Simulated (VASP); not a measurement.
A run of VASP 6.6.1 is set up as follows.

File INCAR:

```
  PREC = Accurate
  ENCUT = 520
  EDIFF = 1E-6
  ISMEAR = -1
  SIGMA = 0.05
  LREAL = F
  LASPH = T
  NELM = 100
  ALGO = Fast
  ISIF = 2
  LWAVE = F
  LCHARG = F
  GGA = RE
  NBANDS = 18
```

Contents of KPOINTS:

```
Automatic mesh
0
Gamma
  4 4 4
```

Contents of POSCAR:

```
ScAl3
1.0
    4.0878065700      0.0000000000      0.0000000000
    0.0000000000      4.0878065700      0.0000000000
    0.0000000000      0.0000000000      4.0878065700
Sc Al
1 3
Direct
    0.0000000000      0.0000000000      0.0000000000
    0.5000000000      0.5000000000      0.0000000000
    0.0000000000      0.5000000000      0.5000000000
    0.5000000000      0.0000000000      0.5000000000
```

Potentials or basis: VASP PAW PBE potentials, release 64 (Sc_sv, Al).

Command:

```sh
$ cat potpaw_PBE.64/Sc_sv/POTCAR potpaw_PBE.64/Al/POTCAR > POTCAR
$ mpirun -np 1 vasp_std > vasp.out
```

Problem. Estimate the pressure.

Solution. 2.9 GPa.

Problem. Estimate the band gap on the k mesh.

Solution. Zero (band 10 reaches 8.28 eV, above the bottom of band 11 at 4.37 eV).

Caveat: the k points lie up to 0.38 Å⁻¹ apart; the PAW data sets were made with another functional, which shifts forces and pressure a little.
